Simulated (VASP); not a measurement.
A run of VASP 6.6.1 is set up as follows.

The input INCAR:

```
PREC = Accurate
ENCUT = 600
EDIFF = 1E-7
ISMEAR = 0
SIGMA = 0.02
LREAL = False
LASPH = True
NELM = 80
ALGO = Normal
ISIF = 3
LWAVE = False
LCHARG = False
GGA = PE
IVDW = 12
IBRION = 2
NSW = 70
EDIFFG = -0.005
```

File KPOINTS:

```
Automatic mesh
0
Gamma
  6 6 6
```

The input POSCAR:

```
KMgF3
1.0
    4.0541864042      0.0000000000      0.0000000000
    0.0000000000      4.0541864042      0.0000000000
    0.0000000000      0.0000000000      4.0541864042
K Mg F
1 1 3
Direct
    0.5000000000      0.5000000000      0.5000000000
    0.0000000000      0.0000000000      0.0000000000
    0.5000000000      0.0000000000      0.0000000000
    0.0000000000      0.5000000000      0.0000000000
    0.0000000000      0.0000000000      0.5000000000
```

Potentials or basis: VASP PAW PBE potentials, release 64 (K_sv, Mg, F).

The run is started by

```console
$ cat potpaw_PBE.64/K_sv/POTCAR potpaw_PBE.64/Mg/POTCAR potpaw_PBE.64/F/POTCAR > POTCAR
$ mpirun -np 1 vasp_std > vasp.out
```

Task: What does it give for the relaxed cell?

Result: a = 4.006 Å, b = 4.006 Å, c = 4.006 Å, α = 90.00°, β = 90.00°, γ = 90.00°.

Task: Estimate the space group after relaxing (to 0.05 Å).

Result: Pm-3m (No. 221).

Task: Predict the dispersion energy per atom.

Result: -0.164 eV.

Final structure:
```xyz
5
Lattice="4.0060 0.0000 0.0000 0.0000 4.0060 0.0000 0.0000 0.0000 4.0060" Properties=species:S:1:pos:R:3 pbc="T T T"
K     2.0030    2.0030    2.0030
Mg    0.0000    0.0000    0.0000
F     2.0030    0.0000    0.0000
F     0.0000    2.0030    0.0000
F     0.0000    0.0000    2.0030
```
